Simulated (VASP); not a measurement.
Crystal: Ru.

```
CELL_PARAMETERS angstrom
2.70580 0.00000 0.00000
-1.35290 2.34329 0.00000
0.00000 0.00000 4.28190
ATOMIC_POSITIONS crystal
Ru 0.66667 0.33333 0.75000
Ru 0.33333 0.66667 0.25000
```

| Quantity | Value |
| --- | --- |
| Program | VASP 6.6.1 |
| Task | relaxation of cell and atoms |
| Functional | LDA |
| Potentials or basis | VASP PAW LDA potentials, release 64 (Ru_pv) |
| Cutoff | 600 eV |
| k mesh | 11 × 11 × 6 |
| Occupations | fermi-dirac, width 0.05 eV |
| Spin | no spin polarisation |

At the start: pressure -11.4 GPa; volume 13.57 Å³/atom.

Q: How do energy, volume and symmetry change on relaxing?

A: Over 4 steps the energy falls by 16.6 meV/atom and the volume is 13.13 Å³/atom (-3.3 %); space group P6_3/mmc (No. 194, to 0.05 Å).

The path:
| step | energy change (eV) | largest force (eV/Å) | pressure (GPa) | volume (Å³) |
| --- | --- | --- | --- | --- |
| 1 | 0.0000 | 0.0000 | -11.44 | 27.15 |
| 2 | 0.3705 | 0.0000 | 52.54 | 23.51 |
| 3 | -0.0332 | 0.0000 | -0.58 | 26.29 |
| 4 | -0.0333 | 0.0000 | -0.08 | 26.25 |

Final structure:
```xyz
2
Lattice="2.6764 0.0000 0.0000 -1.3382 2.3178 0.0000 0.0000 0.0000 4.2322" Properties=species:S:1:pos:R:3 pbc="T T T"
Ru    1.3382    0.7726    3.1741
Ru    0.0000    1.5452    1.0580
```
